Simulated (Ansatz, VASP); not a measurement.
# One calculation of Pt, two programs

The input INCAR:

```
SYSTEM = Pt
PREC = Accurate
ENCUT = 500
EDIFF = 1E-7
ISMEAR = -1
SIGMA = 0.1
LREAL = .False.
LASPH = .True.
NELM = 120
ALGO = Normal
ISIF = 3
LWAVE = .False.
LCHARG = .False.
GGA = B5
ALDAX = 1.0
AGGAX = 1.0
AGGAC = 1.0
ALDAC = 0.0
IBRION = 2
NSW = 80
EDIFFG = -0.01
GGA_COMPAT = .False.
NELMIN = 4
```

The input KPOINTS:

```
regular mesh
0
Gamma
  13 13 4
  0 0 0
```

Contents of POSCAR:

```
Pt
1.0
    2.7740467412      0.0000000000      0.0000000000
   -1.3870233706      2.4023949491      0.0000000000
    0.0000000000      0.0000000000      9.0600366567
Pt
4
Direct
    0.0000000000      0.0000000000      0.0000000000
    0.0000000000      0.0000000000      0.5000000000
    0.3333333333      0.6666666667      0.2500000000
    0.6666666667      0.3333333333      0.7500000000
```

Input for Ansatz:

```yaml
crystal:
  lattice:
    - [2.7740467412, 0.0, 0.0]
    - [-1.3870233706, 2.4023949491, 0.0]
    - [0.0, 0.0, 9.0600366567]
  atoms:
    - { symbol: Pt, position: [0.0, 0.0, 0.0] }
    - { symbol: Pt, position: [0.0, 0.0, 0.5] }
    - { symbol: Pt, position: [0.3333333333, 0.6666666667, 0.25] }
    - { symbol: Pt, position: [0.6666666667, 0.3333333333, 0.75] }
hamiltonian:
  xc: blyp
  pseudopotentials:
    kind: paw
    azcp:
      Pt: "pseudopotentials/Pt.paw.azcp"
basis:
  ecutwfc: 420
  fft_grid_basis: typed
kpoints:
  mp_grid: { grid: [13, 13, 4], shift: [0, 0, 0] }
magnetization:
  spin_polarized: false
scf:
  occupations: { method: fermi_dirac, width: 0.1 }
relax:
  max_steps: 60
  f_tol: 0.01
  cell: {}
```

Alike in both runs: task relaxation of cell and atoms; functional BLYP; k mesh 13 × 13 × 4; occupations fermi-dirac, width 0.1 eV; no spin polarisation.

|  | VASP | Ansatz |
| --- | --- | --- |
| version | VASP 6.6.1 | Ansatz 0.2.0 |
| potentials or method | VASP PAW PBE potentials, release 64 (Pt_sv_GW), cutoff 500 eV | plane waves (420 eV) with PAW, scalar-relativistic |
| valence electrons in the cell | 72 | 72 |

VASP gave:

* relaxed volume (Å³/atom): 16.56
* relaxed cell length with the largest relative difference (Å): 9.512

Question: Estimate Ansatz's values.

Answer: Relaxed volume (Å³/atom): 16.71; relaxed cell length with the largest relative difference (Å): 9.560.

VASP's potentials were made for PBE, not for BLYP.

Spin-orbit coupling is off throughout.
